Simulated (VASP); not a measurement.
# Ni (Im-3m) in VASP: a series of runs

Runs on Ni. Level: LDA. Tasks: single point.

Everything below comes from runs of VASP 6.6.1. Logs are shortened: lines on timing, memory, paths and dates and some standing lists are left out, and cuts for length are marked.

### Step 1. The cell of the first run

Symmetry: Im-3m, No. 229, cubic system. The conventional cell has a = 2.767 Å, b = 2.767 Å, c = 2.767 Å, α = 90.00°, β = 90.00°, γ = 90.00°. Within 3.2 Å of Ni (site symmetry m-3m) lie 14 Ni at 2.40 to 2.77 Å.

### Step 2. Single point, LDA, collinear spin, ferromagnetic start

The input, INCAR:

```
  ALGO = Normal
  EDIFF = 1E-6
  ENCUT = 520
  GGA = CA
  ISIF = 2
  ISMEAR = -1
  ISPIN = 2
  LASPH = True
  LCHARG = False
  LMAXMIX = 4
  LORBIT = 11
  LREAL = False
  LWAVE = False
  MAGMOM = 1.5
  NBANDS = 15
  NELM = 150
  PREC = Accurate
  SIGMA = 0.05
```

The input, KPOINTS:

```
k-points
0
Gamma
  17 17 17
```

The input, POSCAR:

```
Ni
1.0
   -1.3837154700      1.3837154700      1.3837154700
    1.3837154700     -1.3837154700      1.3837154700
    1.3837154700      1.3837154700     -1.3837154700
Ni
1
Direct
    0.0000000000      0.0000000000      0.0000000000
```

Potentials or basis: VASP PAW LDA potentials, release 64 (Ni).

Started as:

```bash
$ cat potpaw_LDA.64/Ni/POTCAR > POTCAR
$ mpirun -np 1 vasp_std > vasp.out
```

OUTCAR:

```text
EDIFF = 1E-6
   ENCUT = 520
   GGA = CA
   ISIF = 2
   ISMEAR = -1
   ISPIN = 2
   LASPH = True
   LORBIT = 11
   LREAL = False
   NELM = 150
   PREC = Accurate

 ion  position               nearest neighbor table
   1  0.000  0.000  0.000-

  LATTYP: Found a body centered cubic cell.
 ALAT       =     2.7674309400

  Lattice vectors:

 A1 = (  -1.3837154700,   1.3837154700,   1.3837154700)
 A2 = (   1.3837154700,  -1.3837154700,   1.3837154700)
 A3 = (   1.3837154700,   1.3837154700,  -1.3837154700)

Analysis of symmetry for initial positions (statically):
=====================================================================
 Subroutine PRICEL returns:
 Original cell was already a primitive cell.

 Routine SETGRP: Setting up the symmetry group for a
 body centered cubic supercell.

 Subroutine GETGRP returns: Found 48 space group operations
 (whereof 48 operations were pure point group operations)
 out of a pool of 48 trial point group operations.

The static configuration has the point symmetry O_h .

Analysis of symmetry for dynamics (positions and initial velocities):
=====================================================================
 Subroutine PRICEL returns:
 Original cell was already a primitive cell.

 Routine SETGRP: Setting up the symmetry group for a
 body centered cubic supercell.

 Subroutine GETGRP returns: Found 48 space group operations
 (whereof 48 operations were pure point group operations)
 out of a pool of 48 trial point group operations.

The dynamic configuration has the point symmetry O_h .

Analysis of structural, dynamic, and magnetic symmetry:
=====================================================================
 Subroutine PRICEL returns:
 Original cell was already a primitive cell.

 Routine SETGRP: Setting up the symmetry group for a
 body centered cubic supercell.

 Subroutine GETGRP returns: Found 48 space group operations
 (whereof 48 operations were pure point group operations)
 out of a pool of 48 trial point group operations.

The overall configuration has the point symmetry O_h .

 Subroutine INISYM returns: Found 48 space group operations
 (whereof 48 operations are pure point group operations),
 and found     1 'primitive' translations

----------------------------------------------------------------------------------------

                                     Primitive cell

  volume of cell :      10.5974

  direct lattice vectors                    reciprocal lattice vectors
    -1.383715470  1.383715470  1.383715470     0.000000000  0.361345964  0.361345964
     1.383715470 -1.383715470  1.383715470     0.361345964  0.000000000  0.361345964
     1.383715470  1.383715470 -1.383715470     0.361345964  0.361345964  0.000000000

[... 117 lines left out ...]
   NGX =  9   NGY =  9   NGZ =  9

 number of electron      10.0000004 magnetization       0.4071412

 Free energy of the ion-electron system (eV)
  ---------------------------------------------------
  ext. energy  EPLUGINS =         0.00000000
  ---------------------------------------------------
  free energy    TOTEN  =        -6.46787905 eV

  energy without entropy =       -6.45233062  energy(sigma->0) =       -6.46010483

 E-fermi :   9.2744     XC(G=0): -13.7650

 val. band max:        9.2718001928   @ k =  -0.4706  -0.4706   0.1765
 cond. band min:       9.2834562932   @ k =   0.2353   0.0588   0.0588
 fundamental gap:      0.0116561004
 Fermi energy:         9.2743844087

 spin component 1

 k-point     1 :       0.0000    0.0000    0.0000
  band No.  band energies     occupation
      1       0.2471      1.00000
      2       7.0495      1.00000
      3       7.0495      1.00000
      4       7.0495      1.00000
      5       8.5074      1.00000
      6       8.5074      1.00000
      7      36.0719      0.00000
      8      36.0719      0.00000
      9      36.0719      0.00000
     10      41.1645      0.00000
     11      41.1645      0.00000
     12      42.1652      0.00000
     13      42.1652      0.00000
     14      42.1652      0.00000
[... 403 lines left out ...]
      4       8.1832      1.00000
      5       8.6266      1.00000
      6       8.9389      0.99878
      7      24.8744      0.00000
      8      25.6335      0.00000
      9      31.3382      0.00000
     10      36.3842      0.00000
     11      39.7176      0.00000
     12      43.2868      0.00000
     13      46.4710      0.00000
     14      49.5630      0.00000
     15      51.7246      0.00000

 [... further k-points ...]

 spin component 2

 k-point     1 :       0.0000    0.0000    0.0000
  band No.  band energies     occupation
      1       0.2828      1.00000
      2       7.4757      1.00000
      3       7.4757      1.00000
      4       7.4757      1.00000
      5       8.8625      0.99974
      6       8.8625      0.99974
      7      36.0680      0.00000
      8      36.0680      0.00000
      9      36.0680      0.00000
     10      41.1842      0.00000
     11      41.1842      0.00000
     12      42.2896      0.00000
     13      42.2896      0.00000
     14      42.2896      0.00000
[... 403 lines left out ...]
      4       8.5534      1.00000
      5       9.0157      0.99437
      6       9.3470      0.18973
      7      24.9913      0.00000
      8      25.7432      0.00000
      9      31.4263      0.00000
     10      36.4293      0.00000
     11      39.7985      0.00000
     12      43.3477      0.00000
     13      46.5734      0.00000
     14      49.6115      0.00000
     15      51.8246      0.00000

 [... further k-points ...]
[... 5 lines left out ...]
  --------------------------------------------------------------------------------------
  -------------------------------------------------------------------------------------
  Total       -0.7187663     -0.7187663     -0.7187663      0.0000000      0.0000000     -0.0000000
  in kB     -108.6670555   -108.6670555   -108.6670555      0.0000000      0.0000000     -0.0000000
  external PRESSURE =    -108.6670555 kB  Pullay stress =       0.0000000 kB

 VOLUME and BASIS-vectors are now :
 -----------------------------------------------------------------------------
  energy-cutoff  :      520.00
  volume of cell :       10.60
      direct lattice vectors                 reciprocal lattice vectors
    -1.383715470  1.383715470  1.383715470     0.000000000  0.361345964  0.361345964
     1.383715470 -1.383715470  1.383715470     0.361345964  0.000000000  0.361345964
     1.383715470  1.383715470 -1.383715470     0.361345964  0.361345964  0.000000000

 POSITION                                       TOTAL-FORCE (eV/Angst)
 -----------------------------------------------------------------------------------
      0.00000      0.00000      0.00000         0.000000      0.000000      0.000000
 -----------------------------------------------------------------------------------
    total drift:                                0.000000     -0.000000      0.000000

  FREE ENERGIE OF THE ION-ELECTRON SYSTEM (eV)
  ---------------------------------------------------
  free  energy   TOTEN  =        -6.4678790479 eV

  energy  without entropy=       -6.4523306167  energy(sigma->0) =       -6.46010483

 total charge

# of ion       s       p       d       tot
------------------------------------------
    1        0.503   0.509   8.360   9.373

 magnetization (x)

# of ion       s       p       d       tot
------------------------------------------
    1       -0.003  -0.010   0.421   0.408
```

OSZICAR:

```text
N       E                     dE             d eps       ncg     rms          rms(c)
DAV:   1     0.319082967592E+02    0.31908E+02   -0.41845E+03 10513   0.869E+02
DAV:   2    -0.605909625738E+01   -0.37967E+02   -0.35427E+02 11286   0.163E+02
DAV:   3    -0.742887828058E+01   -0.13698E+01   -0.13542E+01 12107   0.304E+01
DAV:   4    -0.743665208713E+01   -0.77738E-02   -0.77726E-02 12064   0.218E+00
DAV:   5    -0.743673738283E+01   -0.85296E-04   -0.85294E-04 12364   0.205E-01    0.107E+01
DAV:   6    -0.679352654894E+01    0.64321E+00   -0.12355E+01 14247   0.402E+01    0.572E+00
DAV:   7    -0.648814129076E+01    0.30539E+00   -0.22705E+00 13316   0.152E+01    0.196E+00
DAV:   8    -0.647089407081E+01    0.17247E-01   -0.34238E-02 13111   0.121E+00    0.866E-01
DAV:   9    -0.646849052893E+01    0.24035E-02   -0.11402E-03 15991   0.193E-01    0.262E-01
DAV:  10    -0.646789037598E+01    0.60015E-03   -0.35642E-04 16103   0.103E-01    0.453E-02
DAV:  11    -0.646787897372E+01    0.11402E-04   -0.29843E-05 13059   0.355E-02    0.273E-02
DAV:  12    -0.646787910621E+01   -0.13249E-06   -0.10781E-05 14267   0.172E-02    0.547E-03
DAV:  13    -0.646787904790E+01    0.58311E-07   -0.13201E-07  7555   0.422E-03
   1 F= -.64678790E+01 E0= -.64601048E+01  d E =-.155484E-01  mag=     0.4071
```

stdout:

```text
POSCAR found type information on POSCAR Ni
 POSCAR found :  1 types and       1 ions
 scaLAPACK will be used
 LDA part: xc-table for (Slater(with rela. corr.)+CA(PZ))
 , standard interpolation
 POSCAR, INCAR and KPOINTS ok, starting setup
 FFT: planning ... GRIDC
 FFT: planning ... GRID_SOFT
 FFT: planning ... GRID
 WAVECAR not read
 entering main loop
```

Run time: 23 s. Hardware: 1 thread of AMD EPYC 9R45 (Zen 5), shared host; peak memory 0.12 GiB.

Results:

| Quantity | Value |
| --- | --- |
| Free energy | -6.4679 eV |
| Pressure | -10.9 GPa |
| Net moment | 0.41 μB per cell |
| Site moments | Ni +0.41 μB |
| Valence electrons inside the program's atomic spheres | Ni 9.37 |

### Step 3. Single point, LDA, collinear spin, ferromagnetic start (volume scaled by 1.06)

The input, INCAR:

```
SYSTEM = Ni
ALGO = Normal ; EDIFF = 1E-6
ENCUT = 520 ; GGA = CA
ISIF = 2 ; ISMEAR = -1
ISPIN = 2 ; LASPH = .True.
LCHARG = .False. ; LMAXMIX = 4
LORBIT = 11 ; LREAL = .False.
LWAVE = .False. ; MAGMOM = 1.5
NBANDS = 15 ; NELM = 150
PREC = Accurate ; SIGMA = 0.05
```

The input, KPOINTS:

```
k-points
0
Gamma
  17 17 17
  0 0 0
```

The input, POSCAR:

```
Ni
1.0
   -1.4108540358      1.4108540358      1.4108540358
    1.4108540358     -1.4108540358      1.4108540358
    1.4108540358      1.4108540358     -1.4108540358
Ni
1
Direct
    0.0000000000      0.0000000000      0.0000000000
```

Potentials or basis: VASP PAW LDA potentials, release 64 (Ni).

Started as:

```bash
$ cat potpaw_LDA.64/Ni/POTCAR > POTCAR
$ mpirun -np 1 vasp_std > vasp.out
```

Wall time 23 s (1 thread of AMD EPYC 9R45 (Zen 5), shared host); peak memory 0.12 GiB.

It converged, with:

```yaml
Free_energy: -6.4051 eV
Pressure: -20.2 GPa
Net_moment: 0.49 μB per cell
Site_moments: Ni +0.50 μB
Valence_electrons_inside_the_program's_atomic_spheres: Ni 9.27
```

Levels at points of the mesh, in eV from the Fermi level:
Spin up:
```
           k point  band 3  band 4  band 5  band 6  band 7  band 8
(0.00, 0.00, 0.00)   -2.13   -2.13   -0.79   -0.79   26.18   26.18
```
Spin down:
```
           k point  band 2  band 3  band 4  band 5  band 6  band 7  band 8  band 9
(0.00, 0.00, 0.00)   -1.62   -1.62   -1.62   -0.35   -0.35   26.17   26.17   26.17
```

### Step 4. Single point, LDA, collinear spin, ferromagnetic start (volume scaled by 1.12)

The input, INCAR:

```
PREC     = Accurate       # precision mode
ENCUT    = 520            # plane-wave cutoff, eV
EDIFF    = 1E-7           # SCF threshold, eV
ISMEAR   = -1             # smearing method
SIGMA    = 0.05           # smearing width, eV
LREAL    = F              # projectors in reciprocal space
LASPH    = T              # aspherical terms in the spheres
NELM     = 150            # most SCF steps
ALGO     = Normal         # electronic algorithm
ISIF     = 2              # what is computed and relaxed
LWAVE    = F              # write WAVECAR
LCHARG   = F              # write CHGCAR
ISPIN    = 2              # spin polarisation
MAGMOM   = 1.5            # initial moments
LORBIT   = 11             # projections on sites
LMAXMIX  = 4              # l up to which the mixer works
NBANDS   = 15             # bands
```

The input, KPOINTS:

```
regular mesh
0
Gamma
  17 17 17
```

The input, POSCAR:

```
Ni
1.0
   -1.4369868833      1.4369868833      1.4369868833
    1.4369868833     -1.4369868833      1.4369868833
    1.4369868833      1.4369868833     -1.4369868833
Ni
1
Direct
    0.0000000000      0.0000000000      0.0000000000
```

Started as:

```bash
$ cat potpaw_LDA.64/Ni/POTCAR > POTCAR
$ mpirun -np 1 vasp_std > vasp.out
```

Run time: 31 s. Hardware: 1 thread of AMD EPYC 9R45 (Zen 5), shared host; peak memory 0.12 GiB.

The run converged. Its results:

| Quantity | Value |
| --- | --- |
| Free energy | -6.3115 eV |
| Pressure | -26.6 GPa |
| Net moment | 0.54 μB per cell |
| Site moments | Ni +0.55 μB |
| Valence electrons inside the program's atomic spheres | Ni 9.19 |

Levels at points of the mesh, in eV from the Fermi level:
Spin up:
```csv
k point,band 1,band 2,band 3,band 4,band 5,band 6,band 7,band 8,band 9,band 10
"(0.00, 0.00, 0.00)",-8.30,-2.04,-2.04,-2.04,-0.79,-0.79,25.61,25.61,25.61,29.87
```
Spin down:
```csv
k point,band 2,band 3,band 4,band 5,band 6,band 7,band 8,band 9
"(0.00, 0.00, 0.00)",-1.48,-1.48,-1.48,-0.31,-0.31,25.59,25.59,25.59
```

### Step 5. The runs side by side

| cell | gap on the mesh (eV) | pressure (GPa) | moment (μB) |
| --- | --- | --- | --- |
| a = 2.397 Å, angles 109.5°, 1 atom | none | -10.9 | 0.41 |
| a = 2.444 Å, angles 109.5°, 1 atom | none | -20.2 | 0.49 |
| a = 2.489 Å, angles 109.5°, 1 atom | none | -26.6 | 0.54 |

Alike in all rows: task single point; level LDA; potentials or basis VASP PAW LDA potentials, release 64 (Ni); spin collinear, ferromagnetic start; k mesh 17 × 17 × 17; cutoff (eV) 520; smearing fermi-dirac 0.05 eV.

Absolute energies hang on the potentials; compare differences alone.
